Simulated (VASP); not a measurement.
Set up this calculation in VASP 6.6.1, as the native input.

* Task: single point
* Functional: b88 exchange, pbe correlation
* Potentials or basis: VASP PAW PBE potentials, release 64 (Sn_d, Se)
* Cutoff: 500 eV
* k mesh: 8 × 8 × 8
* Occupations: fermi-dirac, width 0.05 eV
* Spin: no spin polarisation
* Dipole correction: no
* Further INCAR settings: ALGO = Normal; EDIFF = 1e-06; NBANDS = 17

The structure of SnSe lies in POSCAR:

```
SnSe
1.0
    0.0000000000      2.9693193375      2.9693193375
    2.9693193375      0.0000000000      2.9693193375
    2.9693193375      2.9693193375      0.0000000000
Sn Se
1 1
Direct
    0.0000000000      0.0000000000      0.0000000000
    0.5000000000      0.5000000000      0.5000000000
```

One way to write it, as run:

INCAR

```
  ALGO = Normal
  EDIFF = 1E-6
  ENCUT = 500
  GGA = LIBXC
  GGA_COMPAT = F
  ISIF = 2
  ISMEAR = -1
  LASPH = T
  LCHARG = F
  LIBXC1 = GGA_X_B88
  LIBXC2 = GGA_C_PBE
  LREAL = F
  LWAVE = F
  NBANDS = 17
  NELM = 120
  PREC = Accurate
  SIGMA = 0.05
```

KPOINTS

```
k-points
0
Gamma
  8 8 8
```

Potentials or basis: VASP PAW PBE potentials, release 64 (Sn_d, Se).

Launch:

```sh
$ cat potpaw_PBE.64/Sn_d/POTCAR potpaw_PBE.64/Se/POTCAR > POTCAR
$ mpirun -np 1 vasp_std > vasp.out
```

Results of the run:

```yaml
Pressure: 3.1 GPa
Band_gap_on_the_k_mesh: 0.72 eV (least direct gap 0.75 eV)
```

Caveat: the cell stands under pressure; the PAW data sets were made with another functional, which shifts forces and pressure a little; spin-orbit coupling is left out, which moves the levels of the heavy elements.

It took 19 s on 1 thread of Intel(R) Xeon(R) Platinum 8559C (Emerald Rapids), on a shared host, peak memory 0.18 GiB.
